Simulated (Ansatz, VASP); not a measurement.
## Two plane-wave programs on KF

The input INCAR:

```
  ALGO = Normal
  EDIFF = 1E-7
  ENCUT = 520
  GGA = CA
  ISIF = 2
  ISMEAR = 0
  LASPH = True
  LCHARG = False
  LREAL = False
  LWAVE = False
  NBANDS = 15
  NELM = 100
  PREC = Accurate
  SIGMA = 0.05
```

Contents of KPOINTS:

```
k-points
0
Gamma
  8 8 8
```

The input POSCAR:

```
KF
1.0
   -0.1103454250      2.5550030042      2.5550030042
    2.5550030042     -0.1103454250      2.5550030042
    2.5550030042      2.5550030042     -0.1103454250
K F
1 1
Direct
    0.0000000000      0.0000000000      0.0000000000
    0.5000000000      0.5000000000      0.5000000000
```

Input for Ansatz:

```yaml
crystal:
  lattice:
    - [-0.110345425, 2.5550030042, 2.5550030042]
    - [2.5550030042, -0.110345425, 2.5550030042]
    - [2.5550030042, 2.5550030042, -0.110345425]
  atoms:
    - { symbol: K, position: [0.0, 0.0, 0.0] }
    - { symbol: F, position: [0.5, 0.5, 0.5] }
basis:
  ecutwfc: 520.0
kpoints:
  mp_grid: { grid: [8, 8, 8] }
hamiltonian:
  xc: lda
scf:
  occupations: { method: gaussian, width: 0.05 }
output:
  forces: true
  stress: true
  eigenvalues: true
  write_density: true
  write_potential: true
  elf: true
  volumetric_format: npy
```

Alike in both runs: task single point; functional LDA; k mesh 8 × 8 × 8; occupations gaussian, width 0.05 eV; no spin polarisation.

```csv
,VASP,Ansatz
version,VASP 6.6.1,Ansatz 0.2.0
potentials or method,"VASP PAW LDA potentials, release 64 (K_sv, F), cutoff 520 eV","scalar-relativistic, plane waves, PAW"
valence electrons in the cell,16,16
```

|  | VASP | Ansatz | Ansatz less VASP |
| --- | --- | --- | --- |
| gap on the k mesh at the Fermi level (eV) | 6.11 | 6.13 | +0.018 |
| least direct gap on the mesh (eV) | 6.11 | 6.13 | +0.018 |
| pressure (GPa) | -1.2 | -1.4 | -0.18 |
| traceless stress, the component that is largest in VASP (GPa) | 0.52 | 0.53 | +0.012 |

LDA's correlation is that of Perdew and Zunger in VASP and of Perdew and Wang (1992) in Ansatz.
